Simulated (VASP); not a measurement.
MoSe2:

```xyz
6
Lattice="3.2880 0.0000 0.0000 -1.6440 2.8475 0.0000 0.0000 0.0000 12.9000" Properties=species:S:1:pos:R:3 pbc="T T T"
Mo    0.0000    1.8983    3.2250
Mo    1.6440    0.9492    9.6750
Se    0.0000    1.8983    8.0625
Se    1.6440    0.9492    1.6125
Se    0.0000    1.8983   11.2875
Se    1.6440    0.9492    4.8375
```

Base run:

```yaml
Program: VASP 6.6.1
Functional: PBEsol
Potentials_or_basis: VASP PAW PBE potentials, release 64 (Mo_sv, Se)
Cutoff: 500 eV
k_mesh: 8 × 8 × 2
Occupations: gaussian, width 0.05 eV
Spin: collinear spin
Starting_moments: "[2.2, 2.2, 0.0, 0.0, 0.0, 0.0] μB"
Fixed_moment: 4.4 μB
```

Its results: pressure 13.3 GPa; net moment 4.40 μB per cell; largest force 1.467 eV/Å.

Q: The run is repeated on the same cell with these changes: fixed moment from 4.4 μB to none; moments at the start from [2.2, 2.2, 0.0, 0.0, 0.0, 0.0] to [2.0, -2.0, 0.0, 0.0, 0.0, 0.0]. What comes out?

A: Pressure 3.6 GPa; net moment 0.00 μB per cell; largest force 0.847 eV/Å.

Caveats: the PAW data sets were made with another functional, which shifts forces and pressure a little; this functional lacks dispersion, which binds layers or chains, so the pressure and a relaxed spacing across them are unreliable; the cell stands under pressure (at least some runs); the total moment is fixed, so each spin has its own Fermi level and the state may be an excited one (at least some runs); the stress differs along the axes, from 2 to 7 GPa (at least some runs).
